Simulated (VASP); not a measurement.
# H21O10F in VASP: a series of runs

Runs on H21O10F. Level: PBE+D3(BJ). Tasks: single point.

All numbers are computed with VASP 6.6.1; they aren't measurements. Logs are shortened: lines on timing, memory, paths and dates and some standing lists are left out, and cuts for length are marked.

## 1. The cell of the first run

The cell holds an amorphous packing of atoms, 32 atoms: a = 6.938 Å, b = 6.938 Å, c = 6.938 Å, α = 90.00°, β = 90.00°, γ = 90.00°.

## 2. Single point, PBE+D3(BJ)

Input file INCAR:

```
PREC = Accurate
ENCUT = 520
EDIFF = 1E-6
ISMEAR = -1
SIGMA = 0.05
LREAL = Auto
LASPH = T
NELM = 100
ALGO = Normal
ISIF = 2
LWAVE = F
LCHARG = T
GGA = PE
IVDW = 12
LELF = T
LVHAR = T
NBANDS = 66
```

Input file KPOINTS:

```
regular mesh
0
Gamma
  1 1 1
```

Input file POSCAR:

```
H21O10F
1.0
    6.9382320000      0.0000000000      0.0000000000
    0.0000000000      6.9382320000      0.0000000000
    0.0000000000      0.0000000000      6.9382320000
O H F
10 21 1
Direct
    0.0585930395     -0.0573018695      0.1837212666
    0.5262628797      0.3296327327      0.3617847630
    0.3020115299      0.1154308062      0.6442825985
    0.2639037611      0.4639756525      0.0994207027
    0.0118111887      0.2207493581      0.9131540773
    0.8916836893      0.8373768165      0.5876011254
    0.9701294727      0.5435347479      0.3346208476
    0.4910566175      0.5797226590      0.6983095459
    0.5694222880      0.0784720203      0.9894287387
    0.3659417181      0.8255234193      0.3858812253
    0.0474156439      0.0427226357      0.0806095417
   -0.0371823093     -0.1548752041      0.1530553039
    0.4361049307      0.3803675669      0.2616748326
    0.5881247730      0.2221336131      0.2953984990
    0.3532889548      0.2127961104      0.5534222065
    0.3261014055     -0.0015797821      0.5650171312
    0.3139356188      0.5580133321      0.0081897664
    0.1658276339      0.5283239334      0.1826130966
    0.0951946067      0.3188055697      0.9769726174
    0.0874750073      0.1879694457      0.7968644065
    0.8782900516      0.7968573207      0.7226726754
    0.9878047556      0.9395551836      0.5855367778
    0.9421049950      0.6443043368      0.4322573114
    0.8454026531      0.4972438789      0.2899991670
    0.5292623485      0.4720831029      0.6150038721
    0.4442003492      0.6761428844      0.6049686289
    0.6947568405      0.1153586736      0.9374671292
    0.4801210895      0.0959832772      0.8808402179
    0.4755158440      0.8542630470      0.3033048740
    0.2513045051      0.8625572930      0.3047380749
    0.6521098559      0.6355430678      0.8310292667
    0.7616267622      0.6664779701      0.9186050119
```

Potentials or basis: VASP PAW PBE potentials, release 64 (O, H, F).

The run is started by

```sh
cat potpaw_PBE.64/O/POTCAR potpaw_PBE.64/H/POTCAR potpaw_PBE.64/F/POTCAR > POTCAR
mpirun -np 1 vasp_gam > vasp.out
```

OUTCAR:

```text
PREC = Accurate
   ENCUT = 520
   EDIFF = 1E-6
   ISMEAR = -1
   LREAL = Auto
   LASPH = T
   NELM = 100
   ISIF = 2
   GGA = PE
   IVDW = 12
 IVDW          = 12

 ion  position               nearest neighbor table
   1  0.059  0.943  0.184-  12 0.97  11 1.00
   2  0.526  0.330  0.362-  14 0.98  13 1.00
   3  0.302  0.115  0.644-  15 0.99  16 0.99
   4  0.264  0.464  0.099-  17 0.97  18 1.00
   5  0.012  0.221  0.913-  20 0.99  19 1.00
   6  0.892  0.837  0.588-  22 0.97  21 0.98
   7  0.970  0.544  0.335-  24 0.97  23 0.99
   8  0.491  0.580  0.698-  25 0.98  26 0.99
   9  0.569  0.078  0.989-  27 0.98  28 0.98
  10  0.366  0.826  0.386-  29 0.97  30 1.01
  11  0.047  0.043  0.081-   1 1.00
  12  0.963  0.845  0.153-   1 0.97
  13  0.436  0.380  0.262-   2 1.00
  14  0.588  0.222  0.295-   2 0.98
  15  0.353  0.213  0.553-   3 0.99
  16  0.326  0.998  0.565-   3 0.99
[... 14 lines left out ...]
  31  0.652  0.636  0.831-  32 1.00
  32  0.762  0.666  0.919-  31 1.00

  LATTYP: Found a simple cubic cell.
 ALAT       =     6.9382320000

  Lattice vectors:

 A1 = (   6.9382320000,   0.0000000000,   0.0000000000)
 A2 = (   0.0000000000,   6.9382320000,   0.0000000000)
 A3 = (   0.0000000000,   0.0000000000,   6.9382320000)

Analysis of symmetry for initial positions (statically):
=====================================================================
 Subroutine PRICEL returns:
 Original cell was already a primitive cell.

 Routine SETGRP: Setting up the symmetry group for a
 simple cubic supercell.

 Subroutine GETGRP returns: Found  1 space group operations
 (whereof  1 operations were pure point group operations)
 out of a pool of 48 trial point group operations.

The static configuration has the point symmetry C_1 .

Analysis of symmetry for dynamics (positions and initial velocities):
=====================================================================
 Subroutine PRICEL returns:
 Original cell was already a primitive cell.

 Routine SETGRP: Setting up the symmetry group for a
 simple cubic supercell.

 Subroutine GETGRP returns: Found  1 space group operations
 (whereof  1 operations were pure point group operations)
 out of a pool of 48 trial point group operations.

The dynamic configuration has the point symmetry C_1 .

 Subroutine INISYM returns: Found  1 space group operations
 (whereof  1 operations are pure point group operations),
 and found     1 'primitive' translations

[... 133 lines left out ...]
   NSW    =      0    number of steps for IOM
   IBRION =     -1    ionic relax: 0-MD 1-quasi-New 2-CG
   NFREE  =      0    steps in history (QN), initial steepest desc. (CG)
   ISIF   =      2    stress and relaxation
   ISYM   =      2    0-nonsym 1-usesym 2-fastsym
   POTIM  = 0.5000    time-step for ionic-motion
   TEBEG  =    0.0;   TEEND  =   0.0 temperature during run
   PSTRESS=    0.0 pullay stress
   NELECT =      88.0000    total number of electrons
   NUPDOWN=      -1.0000    fix difference up-down
   EMIN   =  10.00;   EMAX   =-10.00  energy-range for DOS
   EFERMI =   0.00;   METHOD = LEGACY
   ISMEAR =    -1;   SIGMA  =   0.05  broadening in eV -4-tet -1-fermi 0-gaus
   EFERMI_NEDOS =   21; number of points for ismear=-14 and -15
   IALGO  =     38    algorithm
   IMIX   =      4    mixing-type and parameters
     AMIX     =   0.40;   BMIX     =  1.00
     AMIX_MAG =   1.60;   BMIX_MAG =  1.00
  volume/ion in A,a.u.               =      10.44        70.44
  Fermi-wavevector in a.u.,A,eV,Ry     =   1.049511  1.983288 14.986448  1.101473
  Thomas-Fermi vector in A             =   2.184476
   LORBIT       =      0    0 simple, 1 ext, 2 COOP (PROOUT), +10 PAW based schemes
   GGA     = PE    functional components
   LHFCALC =     F    Hartree Fock is set to
   AEXX    =    0.0000 exact exchange contribution
   IVDW    =    12    specifies the selected vdW correction
   LEPSILON=     F    determine dielectric tensor
   LRPA    =     F    only Hartree local field effects (RPA)
 non-spin polarized calculation
  energy-cutoff  :      520.00
  volume of cell :      334.00
 maximum number of plane-waves:      4523
 NGX is ok and might be reduce to    50
   NGX = 25   NGY = 25   NGZ = 25

 number of electron      87.9999991 magnetization

 Free energy of the ion-electron system (eV)
  ---------------------------------------------------
  ext. energy  EPLUGINS =         0.00000000
  ---------------------------------------------------
  free energy    TOTEN  =      -155.04524956 eV

  energy without entropy =     -155.04524956  energy(sigma->0) =     -155.04524956

 E-fermi :  -2.5843     XC(G=0):  -6.6999

 val. band max:       -3.7968437047   @ k =   0.0000   0.0000   0.0000
 cond. band min:       0.8573326976   @ k =   0.0000   0.0000   0.0000
 fundamental gap:      4.6541764023
 Fermi energy:        -2.5842880430

 k-point     1 :       0.0000    0.0000    0.0000
  band No.  band energies     occupation
      1     -25.9142      2.00000
      2     -22.9848      2.00000
      3     -22.7153      2.00000
      4     -22.5786      2.00000
      5     -22.3745      2.00000
      6     -22.2382      2.00000
[... 48 lines left out ...]
     55       6.1388      0.00000
     56       6.5079      0.00000
 [bands above 56 left out]

------------------------ aborting loop because EDIFF is reached ----------------------------------------

 Edisp (eV)   -1.02108

 E8    (eV) :    -0.2075

  FORCE on cell =-STRESS in cart. coord.  units (eV):
  Direction    XX          YY          ZZ          XY          YZ          ZX
  --------------------------------------------------------------------------------------
  -------------------------------------------------------------------------------------
  Total      -2.36787     0.66745    -3.59962    -0.06952     0.54520    -0.52369
  in kB     -11.35854     3.20172   -17.26716    -0.33348     2.61527    -2.51209
  external pressure =       -8.47 kB  Pullay stress =        0.00 kB

 VOLUME and BASIS-vectors are now :
 -----------------------------------------------------------------------------
  energy-cutoff  :      520.00
  volume of cell :      334.00
      direct lattice vectors                 reciprocal lattice vectors
     6.938232000  0.000000000  0.000000000     0.144128937  0.000000000  0.000000000
     0.000000000  6.938232000  0.000000000     0.000000000  0.144128937  0.000000000
     0.000000000  0.000000000  6.938232000     0.000000000  0.000000000  0.144128937

 POSITION                                       TOTAL-FORCE (eV/Angst)
 -----------------------------------------------------------------------------------
      0.40653      6.54066      1.27470         0.076430     -0.074066      0.031627
      3.65133      2.28707      2.51015        -0.003250      0.048204      0.053943
      2.09543      0.80089      4.47018         0.089833      0.077054     -0.185164
      1.83103      3.21917      0.68980        -0.010431      0.009309      0.002441
      0.08195      1.53161      6.33567         0.119004     -0.093678     -0.135664
      6.18671      5.80991      4.07691         0.064549     -0.017869      0.025874
[... 24 lines left out ...]
      4.52449      4.40955      5.76587        -0.219802     -0.085220     -0.156350
      5.28434      4.62418      6.37349         0.186251      0.064124      0.102878
 -----------------------------------------------------------------------------------
    total drift:                               -0.006444     -0.010994      0.017082

  FREE ENERGIE OF THE ION-ELECTRON SYSTEM (eV)
  ---------------------------------------------------
  free  energy   TOTEN  =      -156.0663255823 eV

  energy  without entropy=     -156.0663255822  energy(sigma->0) =     -156.06632558
```

OSZICAR:

```text
N       E                     dE             d eps       ncg     rms          rms(c)
DAV:   1     0.676547482196E+03    0.67655E+03   -0.48828E+04   140   0.124E+03
DAV:   2    -0.104475821750E+03   -0.78102E+03   -0.75823E+03   166   0.300E+02
DAV:   3    -0.169306161940E+03   -0.64830E+02   -0.64464E+02   168   0.922E+01
DAV:   4    -0.170195862236E+03   -0.88970E+00   -0.88838E+00   168   0.122E+01
DAV:   5    -0.170207176399E+03   -0.11314E-01   -0.11303E-01   168   0.130E+00    0.239E+01
DAV:   6    -0.155362799596E+03    0.14844E+02   -0.47762E+01   160   0.265E+01    0.897E+00
DAV:   7    -0.155180039545E+03    0.18276E+00   -0.19306E+00   152   0.482E+00    0.573E+00
DAV:   8    -0.155052634396E+03    0.12741E+00   -0.52167E-01   166   0.345E+00    0.955E-01
DAV:   9    -0.155039524149E+03    0.13110E-01   -0.62980E-02   160   0.110E+00    0.357E-01
DAV:  10    -0.155044217385E+03   -0.46932E-02   -0.13625E-02   150   0.478E-01    0.167E-01
DAV:  11    -0.155045072622E+03   -0.85524E-03   -0.61906E-04   152   0.181E-01    0.790E-02
DAV:  12    -0.155045244302E+03   -0.17168E-03   -0.71154E-04   150   0.155E-01    0.255E-02
DAV:  13    -0.155045251860E+03   -0.75578E-05   -0.90918E-05   160   0.498E-02    0.123E-02
DAV:  14    -0.155045249895E+03    0.19650E-05   -0.14593E-05   150   0.198E-02    0.615E-03
DAV:  15    -0.155045249564E+03    0.33111E-06   -0.48084E-06   160   0.129E-02
   1 F= -.15606633E+03 E0= -.15606633E+03  d E =-.756531E-10
```

It took 34 s on 1 thread of Intel Xeon Platinum 8488C (Sapphire Rapids), shared host; peak memory 0.39 GiB.

What came out:

```
Free energy                : -156.0663 eV
Pressure                   : -0.8 GPa
Largest force              : 0.283 eV/Å
Band gap on the k mesh     : 4.65 eV
Dispersion energy per atom : -0.032 eV
```

Forces in eV/Å, atoms in the order of the input:
```
O    0.076 -0.074  0.032
O   -0.003  0.048  0.054
O    0.090  0.077 -0.185
O   -0.010  0.009  0.002
O    0.119 -0.094 -0.136
O    0.065 -0.018  0.026
O   -0.025  0.023 -0.075
O    0.024  0.050  0.105
O    0.026  0.049  0.037
O   -0.041 -0.004  0.035
H    0.027  0.079 -0.052
H   -0.031 -0.127  0.026
H   -0.031  0.062  0.016
H   -0.026 -0.023 -0.038
H   -0.061  0.058  0.161
H   -0.002 -0.111  0.059
H    0.016  0.020 -0.061
H   -0.137 -0.032  0.093
H   -0.089 -0.067 -0.053
H    0.021 -0.006  0.170
H   -0.078 -0.046  0.007
H   -0.005  0.041 -0.100
H    0.018  0.095  0.076
H   -0.028 -0.040  0.018
H    0.039 -0.093 -0.130
H   -0.015  0.067 -0.067
H    0.105  0.033  0.053
H   -0.058 -0.005  0.039
H    0.138  0.034 -0.036
H   -0.086  0.017 -0.025
H   -0.220 -0.085 -0.156
F    0.186  0.064  0.103
```

Caveat: the k points lie up to 0.91 Å⁻¹ apart.

(Part 1 of 2 ends here.)
